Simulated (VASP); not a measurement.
# WS2 (P6_3/mmc) in VASP: notebook

WS2 is run at these levels: r2SCAN; tasks: single point.

Everything below comes from runs of VASP 6.6.1. Logs are shortened: lines on timing, memory, paths and dates and some standing lists are left out, and cuts for length are marked.

### Step 1. The cell of the first run

Symmetry: P6_3/mmc, No. 194, hexagonal system. Conventional cell: a = 3.182 Å, b = 3.182 Å, c = 12.545 Å, α = 90.00°, β = 90.00°, γ = 120.00°. W (site symmetry -6m2) has 6 S at 2.41 Å and 6 W at 3.18 Å within 3.2 Å. S (site symmetry 3m) has 3 W at 2.41 Å and 7 S at 3.11 to 3.18 Å within 3.2 Å.

### Step 2. Single point, r2SCAN (strain along c alone, the other axes held: -4.0 %, then relaxed in part)

POSCAR reads:

```
WS2
1.0
    3.1816189179      0.0000000000      0.0000000000
   -1.5908094589      2.7553628080      0.0000000000
    0.0000000000      0.0000000000     12.5446853995
W S
2 4
Direct
    0.3333333333      0.6666666667      0.2500000000
    0.6666666667      0.3333333333      0.7500000000
    0.3333333333      0.6666666667      0.6259152961
    0.6666666667      0.3333333333      0.1259152961
    0.3333333333      0.6666666667      0.8740847039
    0.6666666667      0.3333333333      0.3740847039
```

INCAR.step1 reads:

```
SYSTEM = WS2
ALGO = Normal
EDIFF = 1E-4
ENCUT = 520
GGA = PE
ISMEAR = 0
LASPH = .True.
LCHARG = .False.
LREAL = .False.
LWAVE = .True.
NBANDS = 35
NELM = 80
PREC = Accurate
SIGMA = 0.02
```

INCAR.step2 reads:

```
SYSTEM = WS2
ALGO = Normal
EDIFF = 1E-6
ENCUT = 520
ISIF = 2
ISMEAR = 0
ISTART = 1
LASPH = .True.
LCHARG = .False.
LMIXTAU = .True.
LREAL = .False.
LWAVE = .False.
METAGGA = R2SCAN
NBANDS = 35
NELM = 80
PREC = Accurate
SIGMA = 0.02
```

KPOINTS reads:

```
k-points
0
Gamma
  12 12 2
  0 0 0
```

Potentials or basis: VASP PAW PBE potentials, release 64 (W_sv, S).

On the command line:

```bash
$ cat potpaw_PBE.64/W_sv/POTCAR potpaw_PBE.64/S/POTCAR > POTCAR
$ cp INCAR.step1 INCAR
$ mpirun -np 1 vasp_std > vasp.out
$ cp INCAR.step2 INCAR
$ mpirun -np 1 vasp_std > vasp.out
```

OUTCAR:

```text
SYSTEM = WS2
   EDIFF = 1E-6
   ENCUT = 520
   ISIF = 2
   ISMEAR = 0
   ISTART = 1
   LASPH = .True.
   LREAL = .False.
   METAGGA = R2SCAN
   NELM = 80
   PREC = Accurate

 ion  position               nearest neighbor table
   1  0.333  0.667  0.250-   4 2.41   6 2.41   4 2.41   6 2.41   4 2.41   6 2.41
   2  0.667  0.333  0.750-   3 2.41   5 2.41   3 2.41   5 2.41   3 2.41   5 2.41
   3  0.333  0.667  0.626-   2 2.41   2 2.41   2 2.41
   4  0.667  0.333  0.126-   1 2.41   1 2.41   1 2.41
   5  0.333  0.667  0.874-   2 2.41   2 2.41   2 2.41
   6  0.667  0.333  0.374-   1 2.41   1 2.41   1 2.41

  LATTYP: Found a hexagonal cell.
 ALAT       =     3.1816189179
 C/A-ratio  =     3.9428623362

  Lattice vectors:

 A1 = (   3.1816189179,   0.0000000000,   0.0000000000)
 A2 = (  -1.5908094589,   2.7553628080,   0.0000000000)
 A3 = (   0.0000000000,   0.0000000000,  12.5446853995)

Analysis of symmetry for initial positions (statically):
=====================================================================
 Subroutine PRICEL returns:
 Original cell was already a primitive cell.

 Routine SETGRP: Setting up the symmetry group for a
 hexagonal supercell.

 Subroutine GETGRP returns: Found 24 space group operations
 (whereof 12 operations were pure point group operations)
 out of a pool of 24 trial point group operations.

The static configuration has the point symmetry D_3d.
 The point group associated with its full space group is D_6h.

Analysis of symmetry for dynamics (positions and initial velocities):
=====================================================================
 Subroutine PRICEL returns:
 Original cell was already a primitive cell.

 Routine SETGRP: Setting up the symmetry group for a
 hexagonal supercell.

 Subroutine GETGRP returns: Found 24 space group operations
 (whereof 12 operations were pure point group operations)
 out of a pool of 24 trial point group operations.

The dynamic configuration has the point symmetry D_3d.
 The point group associated with its full space group is D_6h.

 Subroutine INISYM returns: Found 24 space group operations
 (whereof 12 operations are pure point group operations),
 and found     1 'primitive' translations

----------------------------------------------------------------------------------------

                                     Primitive cell

  volume of cell :     109.9732

  direct lattice vectors                    reciprocal lattice vectors
     3.181618918  0.000000000  0.000000000     0.314305398  0.181464306  0.000000000
    -1.590809459  2.755362808  0.000000000     0.000000000  0.362928612  0.000000000
     0.000000000  0.000000000 12.544685400     0.000000000  0.000000000  0.079715032

  length of vectors
     3.181618918  3.181618918 12.544685400     0.362928612  0.362928612  0.079715032

  position of ions in fractional coordinates (direct lattice)
     0.333333333  0.666666667  0.250000000
     0.666666667  0.333333333  0.750000000
     0.333333333  0.666666667  0.625915296
     0.666666667  0.333333333  0.125915296
     0.333333333  0.666666667  0.874084704
     0.666666667  0.333333333  0.374084704

  ion indices of the primitive-cell ions
   primitive index   ion index
                 1           1
                 2           2
                 3           3
                 4           4
                 5           5
                 6           6

----------------------------------------------------------------------------------------

 KPOINTS: k-points

Automatic generation of k-mesh.
 Grid dimensions read from file:
 generate k-points for:   12   12    2

 Generating k-lattice:

  Cartesian coordinates                     Fractional coordinates (reciprocal lattice)
     0.026192116  0.015122026  0.000000000     0.083333333 -0.000000000  0.000000000
     0.000000000  0.030244051  0.000000000     0.000000000  0.083333333  0.000000000
     0.000000000  0.000000000  0.039857516     0.000000000  0.000000000  0.500000000

  Length of vectors
     0.030244051  0.030244051  0.039857516

  Shift w.r.t. Gamma in fractional coordinates (k-lattice)
     0.000000000  0.000000000  0.000000000

 Subroutine IBZKPT returns following result:
 ===========================================

 Found     38 irreducible k-points:

 Following reciprocal coordinates:
            Coordinates               Weight
  0.000000  0.000000  0.000000      1.000000
  0.083333  0.000000  0.000000      6.000000
  0.166667  0.000000  0.000000      6.000000
  0.250000  0.000000  0.000000      6.000000
  0.333333  0.000000  0.000000      6.000000
  0.416667  0.000000  0.000000      6.000000
[... 16 lines left out ...]
  0.250000  0.000000  0.500000      6.000000
  0.333333  0.000000  0.500000      6.000000
 [... further k-points ...]
   k-points           NKPTS =     38   k-points in BZ     NKDIM =     38   number of bands    NBANDS=     35
   number of dos      NEDOS =    301   number of ions     NIONS =      6
   total plane-waves  NPLWV =  55296
   dimension x,y,z NGX =    24 NGY =   24 NGZ =   96
   dimension x,y,z NGXF=    48 NGYF=   48 NGZF=  192
   ions per type =               2   4
   NGX,Y,Z   is equivalent  to a cutoff of  12.54, 12.54, 12.72 a.u.
   NGXF,Y,Z  is equivalent  to a cutoff of  25.08, 25.08, 25.44 a.u.
 SYSTEM =  WS2
   PREC   = accura    normal or accurate (medium, high low for compatibility)
   ISTART =      1    job   : 0-new  1-cont  2-samecut
   ICHARG =      0    charge: 1-file 2-atom 10-const
   ISPIN  =      1    spin polarized calculation?
   LNONCOLLINEAR =      F non collinear calculations
   LSORBIT =      F    spin-orbit coupling
   LASPH  =      T    aspherical Exc in radial PAW
   ENCUT  =  520.0 eV  38.22 Ry    6.18 a.u.   5.92  5.92 23.32*2*pi/ulx,y,z
   NELM   =     80;   NELMIN=  2; NELMDL=  0     # of ELM steps
   EDIFF  = 0.1E-05   stopping-criterion for ELM
   LREAL  =      F    real-space projection
   EDIFFG = 0.1E-04   stopping-criterion for IOM
   NSW    =      0    number of steps for IOM
   IBRION =     -1    ionic relax: 0-MD 1-quasi-New 2-CG
   NFREE  =      0    steps in history (QN), initial steepest desc. (CG)
   ISIF   =      2    stress and relaxation
   ISYM   =      2    0-nonsym 1-usesym 2-fastsym
   POTIM  = 0.5000    time-step for ionic-motion
   TEBEG  =    0.0;   TEEND  =   0.0 temperature during run
   PSTRESS=    0.0 pullay stress
   NELECT =      52.0000    total number of electrons
   NUPDOWN=      -1.0000    fix difference up-down
   EMIN   =  10.00;   EMAX   =-10.00  energy-range for DOS
   EFERMI =   0.00;   METHOD = LEGACY
   ISMEAR =     0;   SIGMA  =   0.02  broadening in eV -4-tet -1-fermi 0-gaus
   EFERMI_NEDOS =   21; number of points for ismear=-14 and -15
   IALGO  =     38    algorithm
   IMIX   =      4    mixing-type and parameters
     AMIX     =   0.40;   BMIX     =  1.00
     AMIX_MAG =   1.60;   BMIX_MAG =  1.00
  volume/ion in A,a.u.               =      18.33       123.69
  Fermi-wavevector in a.u.,A,eV,Ry     =   1.275402  2.410160 22.131915  1.626650
  Thomas-Fermi vector in A             =   2.408116
   LORBIT       =      0    0 simple, 1 ext, 2 COOP (PROOUT), +10 PAW based schemes
   METAGGA = R2SCAN    functional components
   LHFCALC =     F    Hartree Fock is set to
   AEXX    =    0.0000 exact exchange contribution
   IVDW    =     0    specifies the selected vdW correction
   LEPSILON=     F    determine dielectric tensor
   LRPA    =     F    only Hartree local field effects (RPA)
 non-spin polarized calculation
 Gauss-broadening in eV      SIGMA  =   0.02
  energy-cutoff  :      520.00
  volume of cell :      109.97
 maximum number of plane-waves:      2990
 NGX is ok and might be reduce to    24
   NGX = 11   NGY = 11   NGZ = 47

 number of electron      52.0000005 magnetization

 Free energy of the ion-electron system (eV)
  ---------------------------------------------------
  ext. energy  EPLUGINS =         0.00000000
  ---------------------------------------------------
  free energy    TOTEN  =      -140.15042566 eV

  energy without entropy =     -140.15042566  energy(sigma->0) =     -140.15042566

 E-fermi :   7.1607     XC(G=0): -11.4412

 val. band max:        6.9438470439   @ k =   0.0000   0.0000   0.0000
 cond. band min:       8.1302424082   @ k =   0.1667   0.1667   0.0000
 fundamental gap:      1.1863953643
 Fermi energy:         7.1606693933

 k-point     1 :       0.0000    0.0000    0.0000
  band No.  band energies     occupation
      1     -69.6835      2.00000
      2     -69.6835      2.00000
      3     -33.2730      2.00000
      4     -33.2730      2.00000
      5     -33.1199      2.00000
      6     -33.1199      2.00000
[... 27 lines left out ...]
     34       9.5805      0.00000
     35      12.0603      0.00000

 k-point     2 :       0.0833    0.0000    0.0000
  band No.  band energies     occupation
      1     -69.6822      2.00000
      2     -69.6821      2.00000
      3     -33.2685      2.00000
      4     -33.2684      2.00000
      5     -33.1445      2.00000
      6     -33.1445      2.00000
[... 27 lines left out ...]
     34       9.5868      0.00000
     35      12.5997      0.00000

 k-point     3 :       0.1667    0.0000    0.0000
  band No.  band energies     occupation
      1     -69.6787      2.00000
      2     -69.6786      2.00000
      3     -33.2561      2.00000
      4     -33.2561      2.00000
      5     -33.2111      2.00000
      6     -33.2111      2.00000
[... 27 lines left out ...]
     34      10.1318      0.00000
     35      13.7097      0.00000
[... 723 lines left out ...]
 k-point    23 :       0.2500    0.0000    0.5000
  band No.  band energies     occupation
      1     -69.6739      2.00000
      2     -69.6739      2.00000
      3     -33.3010      2.00000
      4     -33.3010      2.00000
      5     -33.2391      2.00000
      6     -33.2391      2.00000
[... 27 lines left out ...]
     34      10.6194      0.00000
     35      14.1178      0.00000

 k-point    24 :       0.3333    0.0000    0.5000
  band No.  band energies     occupation
      1     -69.6691      2.00000
      2     -69.6691      2.00000
      3     -33.3895      2.00000
      4     -33.3895      2.00000
      5     -33.2221      2.00000
      6     -33.2221      2.00000
[... 27 lines left out ...]
     34      11.0056      0.00000
     35      13.3437      0.00000

 [... further k-points ...]

------------------------ aborting loop because EDIFF is reached ----------------------------------------

  FORCE on cell =-STRESS in cart. coord.  units (eV):
  Direction    XX          YY          ZZ          XY          YZ          ZX
  --------------------------------------------------------------------------------------
  -------------------------------------------------------------------------------------
  Total        0.3460484      0.3460484      1.0025646      0.0000000      0.0000000     -0.0000000
  in kB        5.0415105      5.0415105     14.6061659      0.0000000      0.0000000     -0.0000000
  external PRESSURE =       8.2297289 kB  Pullay stress =       0.0000000 kB

 VOLUME and BASIS-vectors are now :
 -----------------------------------------------------------------------------
  energy-cutoff  :      520.00
  volume of cell :      109.97
      direct lattice vectors                 reciprocal lattice vectors
     3.181618918  0.000000000  0.000000000     0.314305398  0.181464306  0.000000000
    -1.590809459  2.755362808  0.000000000     0.000000000  0.362928612  0.000000000
     0.000000000  0.000000000 12.544685400     0.000000000  0.000000000  0.079715032

 POSITION                                       TOTAL-FORCE (eV/Angst)
 -----------------------------------------------------------------------------------
     -0.00000      1.83691      3.13617        -0.000000      0.000000      0.000000
      1.59081      0.91845      9.40851         0.000000      0.000000      0.000000
     -0.00000      1.83691      7.85191        -0.000000      0.000000     -0.028331
      1.59081      0.91845      1.57957         0.000000     -0.000000     -0.028331
     -0.00000      1.83691     10.96512        -0.000000      0.000000      0.028331
      1.59081      0.91845      4.69277         0.000000     -0.000000      0.028331
 -----------------------------------------------------------------------------------
    total drift:                               -0.000000      0.000000     -0.000000

  FREE ENERGIE OF THE ION-ELECTRON SYSTEM (eV)
  ---------------------------------------------------
  free  energy   TOTEN  =      -140.1504256628 eV

  energy  without entropy=     -140.1504256628  energy(sigma->0) =     -140.15042566
```

Wall time 3.2 min (1 thread of Intel Xeon 6975P-C (Granite Rapids), shared host); peak memory 0.31 GiB.

Results:

```yaml
Free_energy: -140.1504 eV
Pressure: 0.8 GPa
Largest_force: 0.028 eV/Å
Band_gap_on_the_k_mesh: 1.19 eV, indirect (least direct gap 1.85 eV)
```

Forces in eV/Å, atoms in the order of the input:
```
W    0.000  0.000  0.000
W    0.000  0.000  0.000
S    0.000  0.000 -0.028
S    0.000  0.000 -0.028
S    0.000  0.000  0.028
S    0.000  0.000  0.028
```

Stress tensor (GPa, compression positive):
```
0.50 0.00 0.00
0.00 0.50 0.00
0.00 0.00 1.46
```

Caveat: the cell differs from its parent crystal (strain along c alone, the other axes held: -4.0 %, then relaxed in part); the PAW data sets were made with another functional, which shifts forces and pressure a little; spin-orbit coupling is left out, which moves the levels of the heavy elements. A k mesh can miss the band edges.

(Part 1 of 2 ends here.)
